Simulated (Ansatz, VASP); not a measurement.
MnO: VASP beside Ansatz

File INCAR:

```
SYSTEM = MnO
  PREC = Accurate
  ENCUT = 600
  EDIFF = 1E-6
  ISMEAR = -1
  SIGMA = 0.02
  LREAL = .False.
  LASPH = .True.
  NELM = 200
  ALGO = Normal
  ISIF = 2
  LWAVE = .False.
  LCHARG = .True.
  ISPIN = 2
  MAGMOM = 4.5 0
  LORBIT = 11
  LMAXMIX = 4
  LDAU = .True.
  LDAUTYPE = 2
  LDAUL = 2 -1
  LDAUU = 2.8 0
  LDAUJ = 0 0
  LDAUPRINT = 1
  GGA = PE
  LELF = .True.
  LVHAR = .True.
  NBANDS = 22
  GGA_COMPAT = .False.
```

File KPOINTS:

```
regular mesh
0
Gamma
  9 9 9
  0 0 0
```

The input POSCAR:

```
MnO
1.0
    0.0000000000      2.2400000000      2.2400000000
    2.2400000000      0.0000000000      2.2400000000
    2.2400000000      2.2400000000      0.0000000000
Mn O
1 1
Direct
    0.0000000000      0.0000000000      0.0000000000
    0.5000000000      0.5000000000      0.5000000000
```

Input for Ansatz:

```yaml
crystal:
  lattice:
    - [0.0, 2.24, 2.24]
    - [2.24, 0.0, 2.24]
    - [2.24, 2.24, 0.0]
  atoms:
    - { symbol: Mn, position: [0.0, 0.0, 0.0], spin: 4.5 }
    - { symbol: O, position: [0.5, 0.5, 0.5] }
magnetization:
  spin_polarized: true
hamiltonian:
  xc: pbe
  pseudopotentials: { kind: paw }
  hubbard: { sites: [{ species: Mn, l: d, u_eff: 2.8 }] }
basis:
  ecutwfc: 420
kpoints:
  mp_grid: { grid: [9, 9, 9] }
scf:
  occupations: { method: fermi_dirac, width: 0.02 }
  lower_state_search: "off"
output:
  forces: true
  stress: true
```

Alike in both runs: task single point; functional PBE; k mesh 9 × 9 × 9; occupations fermi-dirac, width 0.02 eV; collinear spin; Hubbard terms Mn d U = 2.8 eV.

|  | VASP | Ansatz |
| --- | --- | --- |
| version | VASP 6.6.1 | Ansatz 0.2.0 |
| potentials or method | VASP PAW PBE potentials, release 64 (Mn_sv, O), cutoff 600 eV | PAW, plane waves, scalar-relativistic |
| valence electrons in the cell | 21 | 21 |

|  | VASP | Ansatz | Ansatz less VASP |
| --- | --- | --- | --- |
| pressure (GPa) | 0.8 | 4.2 | +3.35 |
| net moment per atom (μB) | 2.50 | 2.50 | 0.000 |
| size of the moment on the site where the two differ most (μB) | 4.44 | 4.27 | -0.171 |

Site moments also hang on the region over which each program counts them. The programs project onto different local orbitals, so the same U acts differently, and such runs can settle in different states. Ansatz's warnings: filled band counts differ across k points.
